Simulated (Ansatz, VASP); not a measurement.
## SnO2 in VASP and in Ansatz

```
Sn O
1.0
     4.73800    0.00000    0.00000
     0.00000    4.73800    0.00000
     0.00000    0.00000    3.18650
Sn O
2 4
Cartesian
  2.3690 2.3690 1.5933
  0.0000 0.0000 0.0000
  3.8240 0.9140 1.5933
  3.2830 3.2830 0.0000
  0.9140 3.8240 1.5933
  1.4550 1.4550 0.0000
```

Alike in both runs: functional RPBE; k mesh 6 × 6 × 8; occupations fermi-dirac, width 0.05 eV; no spin polarisation.

```csv
,VASP,Ansatz
version,VASP 6.6.1,Ansatz 0.2.0
potentials or method,"VASP PAW PBE potentials, release 64 (Sn_d, O)",Ansatz PAW
plane-wave cutoff (eV),520,420
valence electrons in the cell,52,52
task,single point,band structure
```

|  | VASP | Ansatz | Ansatz less VASP |
| --- | --- | --- | --- |
| gap on the k mesh at the Fermi level (eV) | 1.36 | 1.37 | +0.011 |
| least direct gap on the mesh (eV) | 1.36 | 1.37 | +0.011 |
| pressure (GPa) | 16.0 | 15.4 | -0.69 |
| traceless stress, the component that is largest in VASP (GPa) | 2.34 | 2.12 | -0.215 |
| rms of the force components (eV/Å) | 0.154 | 0.145 | -0.0092 |

VASP's potentials were made for PBE, not for RPBE. Atom by atom the forces differ by 0.009 eV/Å (rms over components).
